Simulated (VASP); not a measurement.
# N in VASP: further runs, part 2 of 2

VASP 6.6.1.

**3. Single point, PBE**

File INCAR:

```
SYSTEM = N
ALGO = Normal ; EDIFF = 1E-6
ENCUT = 1000 ; GGA = PE
GGA_COMPAT = .FALSE. ; ISIF = 2
ISMEAR = -1 ; LASPH = .TRUE.
LCHARG = .FALSE. ; LREAL = Auto
LWAVE = .FALSE. ; NBANDS = 54
NELM = 120 ; PREC = Accurate
SIGMA = 0.05
```

File KPOINTS:

```
k-points
0
G
  1 1 1
  0 0 0
```

File POSCAR:

```
N
1.0
    7.4745810000      0.0000000000      0.0000000000
    0.0000000000      7.4745810000      0.0000000000
    0.0000000000      0.0000000000      7.4745810000
N
16
Direct
    0.1683706418      0.3999287719      0.9731916746
    0.2265678839      0.3481265371      1.0978809381
    0.4490820288      0.3544412724      0.3731179045
    0.4169598269      0.2446692330      0.4606679625
    0.6397950601      0.6838644200      0.7883385035
    0.7708525735      0.7519083678      0.7368841143
    0.3841954485      0.7381684672      0.0907341830
    0.4981282563      0.7832010918      0.1678488734
    0.1608652044      0.7431051988      0.6421630858
    0.2906249862      0.6914233721      0.5849692444
   -0.1046881424      0.9562275130      0.2443615234
   -0.0741312456      0.9505148182      0.3902158529
    0.6625655672      0.2569241005      0.9641209320
    0.7762976948      0.2957356406      0.8858021607
    0.8393246391      0.3718335516      0.2927521957
    0.8851198482      0.5068511533      0.3364201953
```

Potentials or basis: VASP PAW PBE potentials, release 64 (N_h).

On the command line:

```bash
$ cat potpaw_PBE.64/N_h/POTCAR > POTCAR
$ mpirun -np 1 vasp_gam > vasp.out
```

OUTCAR:

```text
SYSTEM = N
   EDIFF = 1E-6
   ENCUT = 1000
   GGA = PE
   ISIF = 2
   ISMEAR = -1
   LASPH = .TRUE.
   LREAL = Auto
   NELM = 120
   PREC = Accurate

 ion  position               nearest neighbor table
   1  0.168  0.400  0.973-   2 1.10
   2  0.227  0.348  0.098-   1 1.10
   3  0.449  0.354  0.373-   4 1.08
   4  0.417  0.245  0.461-   3 1.08
   5  0.640  0.684  0.788-   6 1.17
   6  0.771  0.752  0.737-   5 1.17
[... 8 lines left out ...]
  15  0.839  0.372  0.293-  16 1.11
  16  0.885  0.507  0.336-  15 1.11

  LATTYP: Found a simple cubic cell.
 ALAT       =     7.4745810000

  Lattice vectors:

 A1 = (   7.4745810000,   0.0000000000,   0.0000000000)
 A2 = (   0.0000000000,   7.4745810000,   0.0000000000)
 A3 = (   0.0000000000,   0.0000000000,   7.4745810000)

Analysis of symmetry for initial positions (statically):
=====================================================================
 Subroutine PRICEL returns:
 Original cell was already a primitive cell.

 Routine SETGRP: Setting up the symmetry group for a
 simple cubic supercell.

 Subroutine GETGRP returns: Found  1 space group operations
 (whereof  1 operations were pure point group operations)
 out of a pool of 48 trial point group operations.

The static configuration has the point symmetry C_1 .

Analysis of symmetry for dynamics (positions and initial velocities):
=====================================================================
 Subroutine PRICEL returns:
 Original cell was already a primitive cell.

 Routine SETGRP: Setting up the symmetry group for a
 simple cubic supercell.

 Subroutine GETGRP returns: Found  1 space group operations
 (whereof  1 operations were pure point group operations)
 out of a pool of 48 trial point group operations.

The dynamic configuration has the point symmetry C_1 .

 Subroutine INISYM returns: Found  1 space group operations
 (whereof  1 operations are pure point group operations),
[... 123 lines left out ...]
  Thomas-Fermi vector in A             =   2.071474
   LORBIT       =      0    0 simple, 1 ext, 2 COOP (PROOUT), +10 PAW based schemes
   GGA     = PE    functional components
   LHFCALC =     F    Hartree Fock is set to
   AEXX    =    0.0000 exact exchange contribution
   IVDW    =     0    specifies the selected vdW correction
   LEPSILON=     F    determine dielectric tensor
   LRPA    =     F    only Hartree local field effects (RPA)
 non-spin polarized calculation
  energy-cutoff  :     1000.00
  volume of cell :      417.60
 maximum number of plane-waves:     15024
 NGX is ok and might be reduce to    80
   NGX = 39   NGY = 39   NGZ = 39

 number of electron      79.9999999 magnetization

 Free energy of the ion-electron system (eV)
  ---------------------------------------------------
  ext. energy  EPLUGINS =         0.00000000
  ---------------------------------------------------
  free energy    TOTEN  =      -133.75761898 eV

  energy without entropy =     -133.75761898  energy(sigma->0) =     -133.75761898

 E-fermi :  -5.0956     XC(G=0):  -5.8568

 val. band max:       -6.3844936606   @ k =   0.0000   0.0000   0.0000
 cond. band min:       0.4584533336   @ k =   0.0000   0.0000   0.0000
 fundamental gap:      6.8429469942
 Fermi energy:        -5.0955965905

 k-point     1 :       0.0000    0.0000    0.0000
  band No.  band energies     occupation
      1     -25.4046      2.00000
      2     -25.2337      2.00000
      3     -25.2213      2.00000
      4     -24.9670      2.00000
      5     -24.8779      2.00000
      6     -24.6114      2.00000
[... 44 lines left out ...]
     51       1.5289      0.00000
     52       1.6087      0.00000
 [bands above 52 left out]

------------------------ aborting loop because EDIFF is reached ----------------------------------------

  FORCE on cell =-STRESS in cart. coord.  units (eV):
  Direction    XX          YY          ZZ          XY          YZ          ZX
  --------------------------------------------------------------------------------------
  -------------------------------------------------------------------------------------
  Total       -0.8594197      1.2377483      3.4843592      0.1152686     -1.9911736      2.3161108
  in kB       -3.2972761      4.7487834     13.3682002      0.4422429     -7.6393984      8.8860623
  external PRESSURE =       4.9399025 kB  Pullay stress =       0.0000000 kB

 VOLUME and BASIS-vectors are now :
 -----------------------------------------------------------------------------
  energy-cutoff  :     1000.00
  volume of cell :      417.60
      direct lattice vectors                 reciprocal lattice vectors
     7.474581000  0.000000000  0.000000000     0.133786763  0.000000000  0.000000000
     0.000000000  7.474581000  0.000000000     0.000000000  0.133786763  0.000000000
     0.000000000  0.000000000  7.474581000     0.000000000  0.000000000  0.133786763

 POSITION                                       TOTAL-FORCE (eV/Angst)
 -----------------------------------------------------------------------------------
      1.25850      2.98930      7.27420        -0.116941      0.173746     -0.494426
      1.69350      2.60210      0.73162        -0.093317     -0.301970      0.068355
      3.35670      2.64930      2.78890         1.072229      3.042598     -2.130509
      3.11660      1.82880      3.44330        -0.886798     -3.122086      2.517476
      4.78220      5.11160      5.89250         6.356952      3.207924     -2.520792
      5.76180      5.62020      5.50790        -6.351922     -3.178489      2.462912
[... 8 lines left out ...]
      6.27360      2.77930      2.18820         0.614206      1.613205      0.682906
      6.61590      3.78850      2.51460        -0.525102     -1.485988     -0.468618
 -----------------------------------------------------------------------------------
    total drift:                               -0.003891     -0.001034     -0.007336

  FREE ENERGIE OF THE ION-ELECTRON SYSTEM (eV)
  ---------------------------------------------------
  free  energy   TOTEN  =      -133.7576189823 eV

  energy  without entropy=     -133.7576189822  energy(sigma->0) =     -133.75761898
```

OSZICAR:

```text
N       E                     dE             d eps       ncg     rms          rms(c)
DAV:   1     0.105649502602E+04    0.10565E+04   -0.55817E+04   108   0.220E+03
DAV:   2     0.651922656413E+02   -0.99130E+03   -0.94358E+03   168   0.358E+02
DAV:   3    -0.133203689063E+03   -0.19840E+03   -0.19733E+03   128   0.177E+02
DAV:   4    -0.140603356435E+03   -0.73997E+01   -0.72964E+01   128   0.388E+01
DAV:   5    -0.140961810357E+03   -0.35845E+00   -0.35744E+00   154   0.739E+00    0.183E+01
DAV:   6    -0.135152585799E+03    0.58092E+01   -0.88830E+00   122   0.119E+01    0.957E+00
DAV:   7    -0.133790886800E+03    0.13617E+01   -0.56427E+00   144   0.917E+00    0.233E+00
DAV:   8    -0.133761545948E+03    0.29341E-01   -0.45855E-01   136   0.310E+00    0.459E-01
DAV:   9    -0.133757694018E+03    0.38519E-02   -0.20240E-02   144   0.700E-01    0.129E-01
DAV:  10    -0.133757795776E+03   -0.10176E-03   -0.28979E-03   144   0.234E-01    0.101E-01
DAV:  11    -0.133757652054E+03    0.14372E-03   -0.53045E-04   136   0.134E-01    0.186E-02
DAV:  12    -0.133757636228E+03    0.15827E-04   -0.10340E-04   152   0.535E-02    0.177E-02
DAV:  13    -0.133757624623E+03    0.11605E-04   -0.18765E-05   144   0.223E-02    0.747E-03
DAV:  14    -0.133757619456E+03    0.51665E-05   -0.68051E-06   136   0.167E-02    0.342E-03
DAV:  15    -0.133757618982E+03    0.47382E-06   -0.24221E-06   112   0.905E-03
   1 F= -.13375762E+03 E0= -.13375762E+03  d E =-.183544E-10
```

It took 56 s on 1 thread of AMD EPYC 9R45 (Zen 5), shared host; peak memory 0.78 GiB.

What came out:

* Free energy: -133.7576 eV
* Pressure: 0.5 GPa
* Largest force: 7.554 eV/Å

Forces in eV/Å, atoms in the order of the input:
```
N   -0.117  0.174 -0.494
N   -0.093 -0.302  0.068
N    1.072  3.043 -2.131
N   -0.887 -3.122  2.517
N    6.357  3.208 -2.521
N   -6.352 -3.178  2.463
N   -2.476 -0.823 -1.562
N    2.406  0.986  1.718
N    3.015 -1.166 -1.164
N   -2.903  1.167  1.198
N    0.383 -0.105  1.608
N   -0.368  0.150 -1.712
N   -3.864 -1.370  2.502
N    3.737  1.213 -2.704
N    0.614  1.613  0.683
N   -0.525 -1.486 -0.469
```

Caveat: the k points lie up to 0.84 Å⁻¹ apart, too coarse for converged energies, forces and pressures.

**4. Single point, PBE**

File INCAR:

```
SYSTEM = N
PREC = Accurate
ENCUT = 1000
EDIFF = 1E-6
ISMEAR = -1
SIGMA = 0.05
LREAL = Auto
LASPH = .True.
NELM = 120
ALGO = Normal
ISIF = 2
LWAVE = .False.
LCHARG = .False.
GGA = PE
NBANDS = 54
GGA_COMPAT = .False.
```

File KPOINTS:

```
regular mesh
0
Gamma
  1 1 1
  0 0 0
```

File POSCAR:

```
N
1.0
    7.4745810000      0.0000000000      0.0000000000
    0.0000000000      7.4745810000      0.0000000000
    0.0000000000      0.0000000000      7.4745810000
N
16
Direct
    0.0833357749      0.5876717371      0.6283429131
    0.0445376135      0.6349519792      0.4916529769
    0.4738459587      0.1148158004      0.1530520574
    0.3906707279      0.2225810383      0.2115971450
    0.3532238128      0.3727299229      0.7096585079
    0.3346542100      0.4310877091      0.8395253192
    0.4327466650      0.8140389408      0.6445846262
    0.3822287831      0.9182053148      0.5529540719
    0.2900095671      0.6871957104      1.1394083494
    0.3946441948      0.7857965550      1.1326387392
   -0.1132237379      0.9870653619      0.4672636500
   -0.0433469114      1.1097612027      0.4295759187
    0.9793324870      0.1634606676      1.0177292881
    1.1055602983      0.2032354723      0.9539932740
    0.7492460112      0.5036001349     -0.0602441796
    0.8588976426      0.5995921377     -0.0230247020
```

On the command line:

```bash
$ cat potpaw_PBE.64/N_h/POTCAR > POTCAR
$ mpirun -np 1 vasp_gam > vasp.out
```

Wall time 58 s (1 thread of AMD EPYC 9R45 (Zen 5), shared host); peak memory 0.83 GiB.

The run converged. Its results:

| Property | Result |
| --- | --- |
| Free energy | -133.6606 eV |
| Pressure | 1.9 GPa |
| Largest force | 4.574 eV/Å |

Forces in eV/Å, atoms in the order of the input:
```
N   -1.137  0.991 -2.304
N    0.572 -0.861  1.982
N   -0.061  1.153  0.272
N    0.421 -0.485 -0.113
N    0.980 -1.918 -4.035
N   -0.021  1.873  3.849
N    0.048  0.218 -0.099
N    0.103 -0.091  0.164
N   -3.173 -2.831  0.270
N    3.008  2.232 -0.254
N   -0.819 -1.150  0.405
N    0.719  1.286 -0.349
N   -0.631 -0.209  0.271
N    0.059 -0.330 -0.129
N    2.090  1.873  0.731
N   -2.158 -1.751 -0.661
```

Stress tensor (GPa, compression positive):
```
 1.82  0.86 -0.81
 0.86  2.45  0.14
-0.81  0.14  1.49
```

Levels at points of the mesh, in eV from the Fermi level:
| k point | band 37 | band 38 | band 39 | band 40 | band 41 | band 42 | band 43 | band 44 |
| --- | --- | --- | --- | --- | --- | --- | --- | --- |
| (0.00, 0.00, 0.00) | -1.91 | -1.79 | -1.45 | -1.27 | 5.61 | 5.68 | 5.78 | 5.81 |

Caveat: the k points lie up to 0.84 Å⁻¹ apart, too coarse for converged energies, forces and pressures; the atoms stand as in a frame of molecular dynamics.

**5. Overview**

```csv
cell,pressure (GPa),largest force (eV/Å)
"as given, atomic positions A",1.8,4.47
"as given, atomic positions B",0.5,7.55
"as given, atomic positions C",1.9,4.57
```

Alike in all rows: task single point; level PBE; potentials or basis VASP PAW PBE potentials, release 64 (N_h); no spin polarisation; k mesh 1 × 1 × 1; cutoff (eV) 1000; smearing fermi-dirac 0.05 eV.

Caveats: all runs use coarse meshes; the atoms stand as in a frame of molecular dynamics (at least some runs).

Total energies depend on the potentials used, so only differences within one code and one set of settings carry meaning.
